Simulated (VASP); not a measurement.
Set up this calculation in VASP 6.6.1, as the native input.

| Item | Value |
| --- | --- |
| Task | single point |
| Functional | PBE |
| Potentials or basis | VASP PAW PBE potentials, release 64 (Au) |
| Cutoff | 520 eV |
| k mesh | 13 × 13 × 13 |
| Occupations | fermi-dirac, width 1 eV |
| Spin | no spin polarisation |
| Dipole correction | no |
| Further INCAR settings | ALGO = Normal; EDIFF = 1e-06; NBANDS = 12 |

The structure of Au lies in POSCAR:

```
Au
1.0
    0.0000000000      2.0782552709      2.0782552709
    2.0782552709      0.0000000000      2.0782552709
    2.0782552709      2.0782552709      0.0000000000
Au
1
Direct
    0.0000000000      0.0000000000      0.0000000000
```

These files were run (other wordings do the same):

INCAR

```
SYSTEM = Au
PREC = Accurate ; ENCUT = 520
EDIFF = 1E-6 ; ISMEAR = -1
SIGMA = 1.0 ; LREAL = .False.
LASPH = .True. ; NELM = 60
ALGO = Normal ; ISIF = 2
LWAVE = .False. ; LCHARG = .False.
GGA = PE ; NBANDS = 12
```

KPOINTS

```
regular mesh
0
Gamma
  13 13 13
  0 0 0
```

Potentials or basis: VASP PAW PBE potentials, release 64 (Au).

Run with:

```bash
$ cat potpaw_PBE.64/Au/POTCAR > POTCAR
$ mpirun -np 1 vasp_std > vasp.out
```

Results of the run:

| Property | Result |
| --- | --- |
| Pressure | 6.8 GPa |

It took 19 s on 1 thread of Intel Xeon 8259CL, with other jobs on the host, peak memory 0.15 GiB.
